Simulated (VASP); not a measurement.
# ZnSnN2 (R-3m) in VASP: a series of runs

ZnSnN2 is run at these levels: r2SCAN; tasks: single point.

All numbers are computed with VASP 6.6.1; they aren't measurements. Logs are shortened: lines on timing, memory, paths and dates and some standing lists are left out, and cuts for length are marked.

### Step 1. The cell of the first run

It takes space group R-3m (No. 166, trigonal). Conventional cell: a = 3.136 Å, b = 3.136 Å, c = 15.295 Å, α = 90.00°, β = 90.00°, γ = 120.00°. Within 3.0 Å of Zn (site symmetry -3m) lie 6 N at 2.24 Å. Sn (site symmetry -3m) has 6 N at 2.19 Å within 2.9 Å. N (site symmetry 3m) has 3 Sn at 2.19 Å and 3 Zn at 2.24 Å within 2.9 Å.

### Step 2. Single point, r2SCAN (strain -1.0%)

POSCAR reads:

```
ZnSnN2
1.0
    1.5678503005      0.9051987930      5.0983192970
   -1.5678503005      0.9051987930      5.0983192970
    0.0000000000     -1.8103975861      5.0983192970
Zn Sn N
1 1 2
Direct
    1.0000000000      0.0000000000      0.0000000000
    0.5000000000      0.5000000000      0.5000000000
    0.2470236351      0.2470236351      0.2470236351
    0.7529763649      0.7529763649      0.7529763649
```

INCAR.step1 reads:

```
ALGO = Normal ; EDIFF = 1E-4
ENCUT = 520 ; GGA = PE
ISMEAR = 0 ; LASPH = T
LCHARG = F ; LREAL = F
LWAVE = T ; NBANDS = 26
NELM = 60 ; PREC = Accurate
SIGMA = 0.01
```

INCAR.step2 reads:

```
ALGO = Normal ; EDIFF = 1E-6
ENCUT = 520 ; ISIF = 2
ISMEAR = 0 ; ISTART = 1
LASPH = T ; LCHARG = F
LMIXTAU = T ; LREAL = F
LWAVE = F ; METAGGA = R2SCAN
NBANDS = 26 ; NELM = 60
PREC = Accurate ; SIGMA = 0.01
```

KPOINTS reads:

```
k-points
0
Gamma
  10 10 10
```

Potentials or basis: VASP PAW PBE potentials, release 64 (Zn, Sn_d, N).

Launch:

```console
$ cat potpaw_PBE.64/Zn/POTCAR potpaw_PBE.64/Sn_d/POTCAR potpaw_PBE.64/N/POTCAR > POTCAR
$ cp INCAR.step1 INCAR
$ mpirun -np 1 vasp_std > vasp.out
$ cp INCAR.step2 INCAR
$ mpirun -np 1 vasp_std > vasp.out
```

OUTCAR:

```text
EDIFF = 1E-6
   ENCUT = 520
   ISIF = 2
   ISMEAR = 0
   ISTART = 1
   LASPH = T
   LREAL = F
   METAGGA = R2SCAN
   NELM = 60
   PREC = Accurate

 ion  position               nearest neighbor table
   1  0.000  0.000  0.000-   4 2.24   3 2.24   4 2.24   4 2.24   3 2.24   3 2.24   2 3.13   2 3.13
                             2 3.13   2 3.13   2 3.13   2 3.13
   2  0.500  0.500  0.500-   3 2.19   4 2.19   3 2.19   3 2.19   4 2.19   4 2.19   1 3.13   1 3.13
                             1 3.13   1 3.13   1 3.13   1 3.13
   3  0.247  0.247  0.247-   2 2.19   2 2.19   2 2.19   1 2.24   1 2.24   1 2.24
   4  0.753  0.753  0.753-   2 2.19   2 2.19   2 2.19   1 2.24   1 2.24   1 2.24

  LATTYP: Found a trigonal (rhomboedric) cell.
 ALAT       =     5.4102124795
 COS(alpha) =     0.8320381927

  Lattice vectors:

 A1 = (   1.5678503005,   0.9051987930,   5.0983192970)
 A2 = (  -1.5678503005,   0.9051987930,   5.0983192970)
 A3 = (   0.0000000000,  -1.8103975861,   5.0983192970)

Analysis of symmetry for initial positions (statically):
=====================================================================
 Subroutine PRICEL returns:
 Original cell was already a primitive cell.

 Routine SETGRP: Setting up the symmetry group for a
 trigonal (rhombohedral) supercell.

 Subroutine GETGRP returns: Found 12 space group operations
 (whereof 12 operations were pure point group operations)
 out of a pool of 12 trial point group operations.

The static configuration has the point symmetry D_3d.

Analysis of symmetry for dynamics (positions and initial velocities):
=====================================================================
 Subroutine PRICEL returns:
 Original cell was already a primitive cell.

 Routine SETGRP: Setting up the symmetry group for a
 trigonal (rhombohedral) supercell.

 Subroutine GETGRP returns: Found 12 space group operations
 (whereof 12 operations were pure point group operations)
 out of a pool of 12 trial point group operations.

The dynamic configuration has the point symmetry D_3d.

 Subroutine INISYM returns: Found 12 space group operations
 (whereof 12 operations are pure point group operations),
 and found     1 'primitive' translations

----------------------------------------------------------------------------------------

                                     Primitive cell

  volume of cell :      43.4137

  direct lattice vectors                    reciprocal lattice vectors
     1.567850300  0.905198793  5.098319297     0.318907998  0.184121618  0.065381023
    -1.567850300  0.905198793  5.098319297    -0.318907998  0.184121618  0.065381023
     0.000000000 -1.810397586  5.098319297     0.000000000 -0.368243237  0.065381023

  length of vectors
     5.410212480  5.410212480  5.410212480     0.374002352  0.374002352  0.374002352

  position of ions in fractional coordinates (direct lattice)
     0.000000000  0.000000000  0.000000000
     0.500000000  0.500000000  0.500000000
     0.247023635  0.247023635  0.247023635
     0.752976365  0.752976365  0.752976365

  ion indices of the primitive-cell ions
   primitive index   ion index
                 1           1
                 2           2
                 3           3
                 4           4

----------------------------------------------------------------------------------------

 KPOINTS: k-points

Automatic generation of k-mesh.
 Grid dimensions read from file:
 generate k-points for:   10   10   10

 Generating k-lattice:

  Cartesian coordinates                     Fractional coordinates (reciprocal lattice)
     0.031890800  0.018412162  0.006538102     0.100000000  0.000000000  0.000000000
    -0.031890800  0.018412162  0.006538102     0.000000000  0.100000000  0.000000000
     0.000000000 -0.036824324  0.006538102     0.000000000  0.000000000  0.100000000

  Length of vectors
     0.037400235  0.037400235  0.037400235

  Shift w.r.t. Gamma in fractional coordinates (k-lattice)
     0.000000000  0.000000000  0.000000000

 Subroutine IBZKPT returns following result:
 ===========================================

 Found    116 irreducible k-points:

 Following reciprocal coordinates:
            Coordinates               Weight
  0.000000  0.000000  0.000000      1.000000
  0.100000  0.000000  0.000000      6.000000
  0.200000  0.000000  0.000000      6.000000
  0.300000  0.000000  0.000000      6.000000
  0.400000 -0.000000  0.000000      6.000000
  0.500000  0.000000  0.000000      3.000000
[... 16 lines left out ...]
  0.300000  0.300000  0.000000      6.000000
  0.400000  0.300000  0.000000     12.000000
 [... further k-points ...]
   k-points           NKPTS =    116   k-points in BZ     NKDIM =    116   number of bands    NBANDS=     26
   number of dos      NEDOS =    301   number of ions     NIONS =      4
   total plane-waves  NPLWV =  64000
   dimension x,y,z NGX =    40 NGY =   40 NGZ =   40
   dimension x,y,z NGXF=    80 NGYF=   80 NGZF=   80
[... 38 lines left out ...]
   METAGGA = R2SCAN    functional components
   LHFCALC =     F    Hartree Fock is set to
   AEXX    =    0.0000 exact exchange contribution
   IVDW    =     0    specifies the selected vdW correction
   LEPSILON=     F    determine dielectric tensor
   LRPA    =     F    only Hartree local field effects (RPA)
 non-spin polarized calculation
 Gauss-broadening in eV      SIGMA  =   0.01
  energy-cutoff  :      520.00
  volume of cell :       43.41
 maximum number of plane-waves:      1186
   NGX = 21   NGY = 21   NGZ = 21

 number of electron      35.9999999 magnetization

 Free energy of the ion-electron system (eV)
  ---------------------------------------------------
  ext. energy  EPLUGINS =         0.00000000
  ---------------------------------------------------
  free energy    TOTEN  =       -51.32259617 eV

  energy without entropy =      -51.32259617  energy(sigma->0) =      -51.32259617

 E-fermi :   7.9042     XC(G=0): -13.3879

 val. band max:        7.8036733176   @ k =  -0.2000   0.2000   0.0000
 cond. band min:       9.2180550556   @ k =   0.5000   0.5000   0.0000
 fundamental gap:      1.4143817379
 Fermi energy:         7.9042354357

 k-point     1 :       0.0000    0.0000    0.0000
  band No.  band energies     occupation
      1     -13.9112      2.00000
      2     -13.9112      2.00000
      3     -13.8842      2.00000
      4     -13.6840      2.00000
      5     -13.6840      2.00000
      6      -9.9004      2.00000
[... 18 lines left out ...]
     25      22.5014      0.00000
     26      22.5016      0.00000

 k-point     2 :       0.1000    0.0000    0.0000
  band No.  band energies     occupation
      1     -13.9427      2.00000
      2     -13.8836      2.00000
      3     -13.8603      2.00000
      4     -13.7142      2.00000
      5     -13.6879      2.00000
      6      -9.7407      2.00000
[... 18 lines left out ...]
     25      21.9172      0.00000
     26      22.0920      0.00000

 k-point     3 :       0.2000    0.0000    0.0000
  band No.  band energies     occupation
      1     -14.0405      2.00000
      2     -13.8165      2.00000
      3     -13.8104      2.00000
      4     -13.7624      2.00000
      5     -13.6920      2.00000
      6      -9.2663      2.00000
[... 18 lines left out ...]
     25      19.5514      0.00000
     26      21.1691      0.00000

 k-point     4 :       0.3000    0.0000    0.0000
  band No.  band energies     occupation
      1     -14.1725      2.00000
      2     -13.8462      2.00000
      3     -13.7703      2.00000
      4     -13.7081      2.00000
      5     -13.6585      2.00000
      6      -8.5219      2.00000
[... 18 lines left out ...]
     25      18.9109      0.00000
     26      20.9227      0.00000
[... 496 lines left out ...]
      1     -14.1479      2.00000
      2     -13.8571      2.00000
      3     -13.8152      2.00000
      4     -13.7414      2.00000
      5     -13.6205      2.00000
      6      -8.1210      2.00000
[... 18 lines left out ...]
     25      18.5259      0.00000
     26      19.5571      0.00000

 k-point    23 :       0.3000    0.3000    0.0000
  band No.  band energies     occupation
      1     -14.1731      2.00000
      2     -13.8460      2.00000
      3     -13.7701      2.00000
      4     -13.7081      2.00000
      5     -13.6586      2.00000
      6      -8.4729      2.00000
[... 18 lines left out ...]
     25      19.0290      0.00000
     26      21.0291      0.00000

 k-point    24 :       0.4000    0.3000    0.0000
  band No.  band energies     occupation
      1     -14.2107      2.00000
      2     -13.8564      2.00000
      3     -13.8000      2.00000
      4     -13.6967      2.00000
      5     -13.6154      2.00000
      6      -7.9262      2.00000
[... 18 lines left out ...]
     25      18.7497      0.00000
     26      20.7044      0.00000

 [... further k-points ...]

------------------------ aborting loop because EDIFF is reached ----------------------------------------

  FORCE on cell =-STRESS in cart. coord.  units (eV):
  Direction    XX          YY          ZZ          XY          YZ          ZX
  --------------------------------------------------------------------------------------
  -------------------------------------------------------------------------------------
  Total        2.0226474      2.0226474      1.7971922      0.0000000     -0.0000000      0.0000000
  in kB       74.6455492     74.6455492     66.3251521      0.0000000     -0.0000000      0.0000000
  external PRESSURE =      71.8720835 kB  Pullay stress =       0.0000000 kB

 VOLUME and BASIS-vectors are now :
 -----------------------------------------------------------------------------
  energy-cutoff  :      520.00
  volume of cell :       43.41
      direct lattice vectors                 reciprocal lattice vectors
     1.567850300  0.905198793  5.098319297     0.318907998  0.184121618  0.065381023
    -1.567850300  0.905198793  5.098319297    -0.318907998  0.184121618  0.065381023
     0.000000000 -1.810397586  5.098319297     0.000000000 -0.368243237  0.065381023

 POSITION                                       TOTAL-FORCE (eV/Angst)
 -----------------------------------------------------------------------------------
      0.00000      0.00000      0.00000         0.000000      0.000000     -0.000000
      0.00000     -0.00000      7.64748        -0.000000      0.000000     -0.000000
      0.00000     -0.00000      3.77822         0.000000     -0.000000      0.017917
      0.00000     -0.00000     11.51674         0.000000      0.000000     -0.017917
 -----------------------------------------------------------------------------------
    total drift:                                0.000000      0.000000     -0.000000

  FREE ENERGIE OF THE ION-ELECTRON SYSTEM (eV)
  ---------------------------------------------------
  free  energy   TOTEN  =       -51.3225961657 eV

  energy  without entropy=      -51.3225961657  energy(sigma->0) =      -51.32259617
```

Run time: 6.8 min. Hardware: 1 thread of Intel Xeon 6975P-C (Granite Rapids), shared host; peak memory 0.35 GiB.

What came out:

```yaml
Free_energy: -51.3226 eV
Pressure: 7.2 GPa
Largest_force: 0.018 eV/Å
Band_gap_on_the_k_mesh: 1.41 eV (least direct gap 1.44 eV)
```

Forces in eV/Å, atoms in the order of the input:
```
Zn   0.000  0.000  0.000
Sn   0.000  0.000  0.000
N    0.000  0.000  0.018
N    0.000  0.000 -0.018
```

Stress tensor (GPa, compression positive):
```
7.46 0.00 0.00
0.00 7.46 0.00
0.00 0.00 6.63
```

Levels at points of the mesh, in eV from the valence-band top:
```csv
k point,band 15,band 16,band 17,band 18,band 19,band 20,band 21,band 22
"(0.00, 0.00, 0.00)",-1.09,-0.91,-0.18,-0.18,1.48,4.14,9.18,9.18
"(0.50, 0.00, 0.00)",-2.81,-2.67,-2.20,-1.45,3.80,5.01,7.80,8.72
"(0.50, 0.50, 0.00)",-3.35,-3.05,-0.11,-0.03,1.41,4.33,8.31,9.50
"(0.50, 0.50, 0.50)",-0.67,-0.67,-0.64,-0.64,3.90,4.55,8.74,10.42
```

Caveat: the cell differs from its parent crystal (strain -1.0%); the cell stands under pressure; the PAW data sets were made with another functional, which shifts forces and pressure a little; spin-orbit coupling is left out, which moves the levels of the heavy elements. A k mesh can miss the band edges.

### Step 3. Single point, r2SCAN (epitaxial xy strain -1.0%)

POSCAR reads:

```
ZnSnN2
1.0
    1.5678503005      0.9051987929      5.1744074725
   -1.5678503005      0.9051987929      5.1744074725
    0.0000000000     -1.8103975862      5.1744074724
Zn Sn N
1 1 2
Direct
    1.0000000000      0.0000000000      0.0000000000
    0.5000000000      0.5000000000      0.5000000000
    0.2465738020      0.2465738020      0.2465738020
    0.7534261980      0.7534261980      0.7534261980
```

INCAR.step1 reads:

```
PREC = Accurate ; ENCUT = 520
ISMEAR = 0 ; SIGMA = 0.01
LREAL = F ; LASPH = T
NELM = 80 ; NBANDS = 26
GGA = PE ; ALGO = Normal
EDIFF = 1E-4 ; LWAVE = T
LCHARG = F
```

INCAR.step2 reads:

```
PREC = Accurate ; ENCUT = 520
EDIFF = 1E-6 ; ISMEAR = 0
SIGMA = 0.01 ; LREAL = F
LASPH = T ; NELM = 80
ALGO = Normal ; ISIF = 2
LWAVE = F ; LCHARG = F
METAGGA = R2SCAN ; LMIXTAU = T
NBANDS = 26 ; ISTART = 1
```

KPOINTS reads:

```
Automatic mesh
0
Gamma
  10 10 10
```

Potentials or basis: VASP PAW PBE potentials, release 64 (Zn, Sn_d, N).

Launch:

```console
$ cat potpaw_PBE.64/Zn/POTCAR potpaw_PBE.64/Sn_d/POTCAR potpaw_PBE.64/N/POTCAR > POTCAR
$ cp INCAR.step1 INCAR
$ mpirun -np 1 vasp_std > vasp.out
$ cp INCAR.step2 INCAR
$ mpirun -np 1 vasp_std > vasp.out
```

Run time: 9.6 min. Hardware: 1 thread of Intel Xeon 6975P-C (Granite Rapids), shared host; peak memory 0.36 GiB.

Results (log left out):

* Free energy: -51.3373 eV
* Pressure: 4.2 GPa
* Largest force: 0.020 eV/Å
* Band gap on the k mesh: 1.39 eV (least direct gap 1.43 eV)

Forces on the atoms (eV/Å):
```
Zn   0.000  0.000  0.000
Sn   0.000  0.000  0.000
N    0.000  0.000  0.020
N    0.000  0.000 -0.020
```

Stress tensor (GPa, compression positive):
```
5.92 0.00 0.00
0.00 5.92 0.00
0.00 0.00 0.89
```

Levels at points of the mesh, in eV from the valence-band top:
| k point | band 15 | band 16 | band 17 | band 18 | band 19 | band 20 | band 21 | band 22 |
| --- | --- | --- | --- | --- | --- | --- | --- | --- |
| (0.00, 0.00, 0.00) | -0.98 | -0.95 | -0.12 | -0.12 | 1.39 | 4.28 | 9.15 | 9.33 |
| (0.50, 0.00, 0.00) | -2.75 | -2.68 | -2.14 | -1.32 | 3.79 | 4.98 | 7.63 | 8.55 |
| (0.50, 0.50, 0.00) | -3.19 | -3.03 | -0.08 | -0.04 | 1.39 | 4.30 | 8.28 | 9.41 |
| (0.50, 0.50, 0.50) | -0.60 | -0.60 | -0.54 | -0.54 | 3.88 | 4.56 | 8.47 | 10.48 |

Caveat: the cell differs from its parent crystal (epitaxial xy strain -1.0%); the stress differs along the axes, from 1 to 6 GPa; the PAW data sets were made with another functional, which shifts forces and pressure a little; spin-orbit coupling is left out, which moves the levels of the heavy elements. A k mesh can miss the band edges.

### Step 4. Single point, r2SCAN

This run uses another cell than the first one, of 11.19 Å³/atom.

POSCAR reads:

```
ZnSnN2
1.0
    1.5836871722      0.9143422151      5.1498174717
   -1.5836871722      0.9143422151      5.1498174717
    0.0000000000     -1.8286844304      5.1498174717
Zn Sn N
1 1 2
Direct
    1.0000000000      0.0000000000      0.0000000000
    0.5000000000      0.5000000000      0.5000000000
    0.2464698154      0.2464698154      0.2464698154
    0.7535301846      0.7535301846      0.7535301846
```

INCAR.step1 reads:

```
ALGO = Normal
EDIFF = 1E-4
ENCUT = 520
GGA = PE
ISMEAR = 0
LASPH = True
LCHARG = False
LREAL = False
LWAVE = True
NBANDS = 26
NELM = 100
PREC = Accurate
SIGMA = 0.01
```

INCAR.step2 reads:

```
ALGO = Normal
EDIFF = 1E-6
ENCUT = 520
ISIF = 2
ISMEAR = 0
ISTART = 1
LASPH = True
LCHARG = False
LMIXTAU = True
LREAL = False
LWAVE = False
METAGGA = R2SCAN
NBANDS = 26
NELM = 100
PREC = Accurate
SIGMA = 0.01
```

KPOINTS reads:

```
k-points
0
Gamma
  10 10 10
```

Launch:

```console
$ cat potpaw_PBE.64/Zn/POTCAR potpaw_PBE.64/Sn_d/POTCAR potpaw_PBE.64/N/POTCAR > POTCAR
$ cp INCAR.step1 INCAR
$ mpirun -np 1 vasp_std > vasp.out
$ cp INCAR.step2 INCAR
$ mpirun -np 1 vasp_std > vasp.out
```

It took 9.3 min on 1 thread of Intel Xeon 6975P-C (Granite Rapids), shared host; peak memory 0.37 GiB.

The run converged. Its results:

| Item | Value |
| --- | --- |
| Free energy | -51.3554 eV |
| Pressure | 0.9 GPa |
| Largest force | 0.013 eV/Å |
| Band gap on the k mesh | 1.22 eV (least direct gap 1.32 eV) |

Forces in eV/Å, atoms in the order of the input:
```
Zn   0.000  0.000  0.000
Sn   0.000  0.000  0.000
N    0.000  0.000  0.013
N    0.000  0.000 -0.013
```

Stress tensor (GPa, compression positive):
```
0.89 0.00 0.00
0.00 0.89 0.00
0.00 0.00 0.79
```

Levels at points of the mesh, in eV from the valence-band top:
| k point | band 16 | band 17 | band 18 | band 19 | band 20 | band 21 |
| --- | --- | --- | --- | --- | --- | --- |
| (0.00, 0.00, 0.00) | -0.84 | -0.20 | -0.20 | 1.22 | 4.06 | 8.99 |
| (0.50, 0.00, 0.00) | -2.66 | -2.18 | -1.36 | 3.65 | 4.82 | 7.68 |
| (0.50, 0.50, 0.00) | -2.91 | -0.12 | -0.04 | 1.28 | 4.28 | 8.21 |
| (0.50, 0.50, 0.50) | -0.66 | -0.61 | -0.61 | 3.69 | 4.37 | 8.47 |

Caveat: the PAW data sets were made with another functional, which shifts forces and pressure a little; spin-orbit coupling is left out, which moves the levels of the heavy elements.

### Step 5. The runs side by side

```tsv
cell	gap on the mesh (eV)	pressure (GPa)	largest force (eV/Å)
a = 5.410 Å, angles 33.7°, 4 atoms, atomic positions A	1.41	7.2	0.02
a = 5.482 Å, angles 33.2°, 4 atoms, atomic positions B	1.39	4.2	0.02
a = 5.465 Å, angles 33.7°, 4 atoms, atomic positions C	1.22	0.9	0.01
```

Alike in all rows: task single point; level r2SCAN; potentials or basis VASP PAW PBE potentials, release 64 (Zn, Sn_d, N); no spin polarisation; k mesh 10 × 10 × 10; cutoff (eV) 520; smearing gaussian 0.01 eV.

Caveats: the PAW data sets were made with another functional, which shifts forces and pressure a little; spin-orbit coupling is left out, which moves the levels of the heavy elements; the cell stands under pressure (at least some runs); the stress differs along the axes, from 1 to 6 GPa (at least some runs).

Total energies depend on the potentials used, so only differences within one code and one set of settings carry meaning.
